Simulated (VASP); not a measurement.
# Br (I4/mmm) in VASP: further runs, part 2 of 2

VASP 6.6.1. The steps go on from the part before.

### 3 Single point, PBE

This run uses another cell than the first one, of 25.43 Å³/atom.

Input file INCAR:

```
SYSTEM = Br
PREC = Accurate
ENCUT = 500
EDIFF = 1E-6
ISMEAR = -1
SIGMA = 0.05
LREAL = .FALSE.
LASPH = .TRUE.
NELM = 120
ALGO = Normal
ISIF = 2
LWAVE = .FALSE.
LCHARG = .FALSE.
GGA = PE
NBANDS = 10
GGA_COMPAT = .FALSE.
```

Input file KPOINTS:

```
Automatic mesh
0
G
  13 13 13
  0 0 0
```

Input file POSCAR:

```
Br
1.0
   -1.3989983197      1.3989983197      3.2479836969
    1.3989983197     -1.3989983197      3.2479836969
    1.3989983197      1.3989983197     -3.2479836969
Br
1
Direct
    0.0000000000      0.0000000000      0.0000000000
```

Potentials or basis: VASP PAW PBE potentials, release 64 (Br).

Run with:

```sh
$ cat potpaw_PBE.64/Br/POTCAR > POTCAR
$ mpirun -np 1 vasp_std > vasp.out
```

Wall time 64 s (1 thread of Intel Xeon 8259CL, shared host); peak memory 0.19 GiB.

Results (log left out):

```
Free energy            : -1.3759 eV
Pressure               : 5.0 GPa
Band gap on the k mesh : zero (an odd number of electrons rules out a gap without spin polarisation)
```

Levels at points of the mesh, in eV from the Fermi level:
| k point | band 1 | band 2 | band 3 | band 4 | band 5 | band 6 | band 7 | band 8 |
| --- | --- | --- | --- | --- | --- | --- | --- | --- |
| (0.00, 0.00, 0.00) | -16.81 | -1.97 | 1.08 | 1.08 | 5.93 | 9.86 | 10.73 | 15.60 |

Caveat: the cell stands under pressure; an odd number of electrons without spin polarisation forces a metal; a magnetic or distorted state may lie lower.

### 4 Single point, PBE

This run uses another cell than the first one, of 28.38 Å³/atom.

Input file INCAR:

```
PREC     = Accurate       # precision mode
ENCUT    = 500            # plane-wave cutoff, eV
EDIFF    = 1E-6           # SCF threshold, eV
ISMEAR   = -1             # smearing method
SIGMA    = 0.05           # smearing width, eV
LREAL    = F              # projectors in reciprocal space
LASPH    = T              # aspherical terms in the spheres
NELM     = 120            # most SCF steps
ALGO     = Normal         # electronic algorithm
ISIF     = 2              # what is computed and relaxed
LWAVE    = F              # write WAVECAR
LCHARG   = F              # write CHGCAR
GGA      = PE             # functional
NBANDS   = 10             # bands
GGA_COMPAT= F
```

Input file KPOINTS:

```
regular mesh
0
Gamma
  13 13 13
```

Input file POSCAR:

```
Br
1.0
   -1.4174120388      1.4174120388      3.5313802900
    1.4174120388     -1.4174120388      3.5313802900
    1.4174120388      1.4174120388     -3.5313802900
Br
1
Direct
    0.0000000000      0.0000000000      0.0000000000
```

Potentials or basis: VASP PAW PBE potentials, release 64 (Br).

Run with:

```sh
$ cat potpaw_PBE.64/Br/POTCAR > POTCAR
$ mpirun -np 1 vasp_std > vasp.out
```

OUTCAR:

```text
PREC = Accurate
   ENCUT = 500
   EDIFF = 1E-6
   ISMEAR = -1
   LREAL = F
   LASPH = T
   NELM = 120
   ISIF = 2
   GGA = PE

 ion  position               nearest neighbor table
   1  0.000  0.000  0.000-

  LATTYP: Found a body centered tetragonal cell.
 ALAT       =     2.8348240776
 C/A-ratio  =     2.4914281757

  Lattice vectors:

 A1 = (  -1.4174120388,   1.4174120388,   3.5313802900)
 A2 = (   1.4174120388,  -1.4174120388,   3.5313802900)
 A3 = (   1.4174120388,   1.4174120388,  -3.5313802900)

Analysis of symmetry for initial positions (statically):
=====================================================================
 Subroutine PRICEL returns:
 Original cell was already a primitive cell.

 Routine SETGRP: Setting up the symmetry group for a
 body centered tetragonal supercell.

 Subroutine GETGRP returns: Found 16 space group operations
 (whereof 16 operations were pure point group operations)
 out of a pool of 16 trial point group operations.

The static configuration has the point symmetry D_4h.

[... 162 lines left out ...]
 fundamental gap:      0.1054321856
 Fermi energy:         1.6686193119

 k-point     1 :       0.0000    0.0000    0.0000
  band No.  band energies     occupation
      1     -14.7273      2.00000
      2      -0.6513      2.00000
      3       2.6264      0.00000
      4       2.6264      0.00000
      5       7.1121      0.00000
      6      11.4661      0.00000
      7      12.0272      0.00000
      8      17.5325      0.00000
      9      17.5325      0.00000
     10      18.2156      0.00000
[... 287 lines left out ...]
 k-point    24 :       0.4615    0.1538    0.0000
  band No.  band energies     occupation
      1     -12.7703      2.00000
      2      -3.9547      2.00000
      3      -0.1663      2.00000
      4       1.7105      0.60400
      5       8.5579      0.00000
      6      12.3378      0.00000
      7      14.9647      0.00000
      8      16.0386      0.00000
      9      17.0920      0.00000
     10      19.0408      0.00000

 [... further k-points ...]

------------------------ aborting loop because EDIFF is reached ----------------------------------------

  FORCE on cell =-STRESS in cart. coord.  units (eV):
  Direction    XX          YY          ZZ          XY          YZ          ZX
  --------------------------------------------------------------------------------------
  -------------------------------------------------------------------------------------
  Total        0.3559837      0.3559837      0.3494230      0.0000000     -0.0000000      0.0000000
  in kB       20.0975905     20.0975905     19.7271946      0.0000000     -0.0000000      0.0000000
  external PRESSURE =      19.9741252 kB  Pullay stress =       0.0000000 kB

 VOLUME and BASIS-vectors are now :
 -----------------------------------------------------------------------------
  energy-cutoff  :      500.00
  volume of cell :       28.38
      direct lattice vectors                 reciprocal lattice vectors
    -1.417412039  1.417412039  3.531380290     0.000000000  0.352755576  0.141587696
     1.417412039 -1.417412039  3.531380290     0.352755576  0.000000000  0.141587696
     1.417412039  1.417412039 -3.531380290     0.352755576  0.352755576  0.000000000

 POSITION                                       TOTAL-FORCE (eV/Angst)
 -----------------------------------------------------------------------------------
      0.00000      0.00000      0.00000         0.000000      0.000000      0.000000
 -----------------------------------------------------------------------------------
    total drift:                               -0.000000     -0.000000      0.000000

  FREE ENERGIE OF THE ION-ELECTRON SYSTEM (eV)
  ---------------------------------------------------
  free  energy   TOTEN  =        -1.4368112485 eV

  energy  without entropy=       -1.4321227427  energy(sigma->0) =       -1.43446700
```

stdout:

```text
POSCAR found type information on POSCAR Br
 POSCAR found :  1 types and       1 ions
 scaLAPACK will be used
 LDA part: xc-table for (Slater+PW92), standard interpolation
 POSCAR, INCAR and KPOINTS ok, starting setup
 FFT: planning ... GRIDC
 FFT: planning ... GRID_SOFT
 FFT: planning ... GRID
 WAVECAR not read
 entering main loop
```

Run time: 91 s. Hardware: 1 thread of Intel Xeon 8259CL, shared host; peak memory 0.2 GiB.

Results:

```
Free energy            : -1.4368 eV
Pressure               : 2.0 GPa
Band gap on the k mesh : zero (an odd number of electrons rules out a gap without spin polarisation)
```

Caveat: an odd number of electrons without spin polarisation forces a metal; a magnetic or distorted state may lie lower.

### 5 Single point, PBE+D4

This run uses another cell than the first one, of 28.67 Å³/atom.

Input file INCAR:

```
  PREC = Accurate
  ENCUT = 500
  EDIFF = 1E-6
  ISMEAR = -1
  SIGMA = 0.05
  LREAL = False
  LASPH = True
  NELM = 120
  ALGO = Normal
  ISIF = 2
  LWAVE = False
  LCHARG = True
  GGA = PE
  IVDW = 13
  LELF = True
  LVHAR = True
  NBANDS = 10
  GGA_COMPAT = False
```

KPOINTS is that of step 4.

Input file POSCAR:

```
Br
1.0
   -1.4215684774      1.4215684774      3.5471542513
    1.4215684774     -1.4215684774      3.5471542513
    1.4215684774      1.4215684774     -3.5471542513
Br
1
Direct
    0.0000000000      0.0000000000      0.0000000000
```

Run with:

```sh
$ cat potpaw_PBE.64/Br/POTCAR > POTCAR
$ mpirun -np 1 vasp_std > vasp.out
```

Run time: 100 s. Hardware: 1 thread of Intel Xeon 8259CL, shared host; peak memory 0.2 GiB.

It converged, with:

```yaml
Free_energy: -1.7153 eV
Pressure: 0.0 GPa
Band_gap_on_the_k_mesh: zero (an odd number of electrons rules out a gap without spin polarisation)
Dispersion_energy_per_atom: -0.275 eV
```

Levels at points of the mesh, in eV from the Fermi level:
| k point | band 1 | band 2 | band 3 | band 4 | band 5 | band 6 | band 7 |
| --- | --- | --- | --- | --- | --- | --- | --- |
| (0.00, 0.00, 0.00) | -16.33 | -2.29 | 0.95 | 0.95 | 5.46 | 9.82 | 10.34 |

Caveat: an odd number of electrons without spin polarisation forces a metal; a magnetic or distorted state may lie lower.

### 6 Overview

| level | cell | gap on the mesh (eV) | pressure (GPa) |
| --- | --- | --- | --- |
| PBE | a = 3.599 Å, angles 135.1, 135.1, 65.4°, 1 atom | none | 10.0 |
| PBE | a = 3.803 Å, angles 136.8, 136.8, 62.7°, 1 atom | none | 5.0 |
| PBE | a = 4.061 Å, angles 139.1, 139.1, 59.2°, 1 atom | none | 2.0 |
| PBE+D4 | a = 4.077 Å, angles 139.2, 139.2, 59.1°, 1 atom | none | 0.0 |

Alike in all rows: task single point; potentials or basis VASP PAW PBE potentials, release 64 (Br); no spin polarisation; k mesh 13 × 13 × 13; cutoff (eV) 500; smearing fermi-dirac 0.05 eV.

Caveats: an odd number of electrons without spin polarisation forces a metal; a magnetic or distorted state may lie lower; the cell stands under pressure (at least some runs).

Total energies depend on the potentials used, so only differences within one code and one set of settings carry meaning.
